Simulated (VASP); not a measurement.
A run of VASP 6.6.1 is set up as follows.

Contents of INCAR:

```
PREC     = Accurate       # precision mode
ENCUT    = 520            # plane-wave cutoff, eV
EDIFF    = 1E-6           # SCF threshold, eV
ISMEAR   = 0              # smearing method
SIGMA    = 0.1            # smearing width, eV
LREAL    = False          # projectors in reciprocal space
LASPH    = True           # aspherical terms in the spheres
NELM     = 60             # most SCF steps
ALGO     = Fast           # electronic algorithm
ISIF     = 2              # what is computed and relaxed
LWAVE    = False          # write WAVECAR
LCHARG   = False          # write CHGCAR
LDIPOL   = True         
IDIPOL   = 3            
DIPOL    = 0.5 0.5 0.500
GGA      = CA             # functional
NBANDS   = 33             # bands
```

KPOINTS

```
Automatic mesh
0
Gamma
  9 9 1
```

The input POSCAR:

```
Ca
1.0
    3.7750735677      0.0000000000      0.0000000000
    0.0000000000      3.7750735677      0.0000000000
    0.0000000000      0.0000000000     25.6775204768
Ca
5
Direct
    0.5000000000      0.5000000000      0.2920842769
    0.0000000000      0.0000000000      0.3960421384
    0.5000000000      0.5000000000      0.5000000000
    0.0000000000      0.0000000000      0.6039578616
    0.5000000000      0.5000000000      0.7079157231
```

Potentials or basis: VASP PAW LDA potentials, release 64 (Ca_sv).

Launch:

```console
$ cat potpaw_LDA.64/Ca_sv/POTCAR > POTCAR
$ mpirun -np 1 vasp_std > vasp.out
```

Predict the band gap on the k mesh.

zero (bands 25 and 26 overlap by 0.05 eV).

Predict the largest force.

0.074 eV/Å.

Forces on the atoms (eV/Å):
```
Ca   0.000  0.000  0.074
Ca   0.000  0.000 -0.067
Ca   0.000  0.000  0.000
Ca   0.000  0.000  0.067
Ca   0.000  0.000 -0.074
```
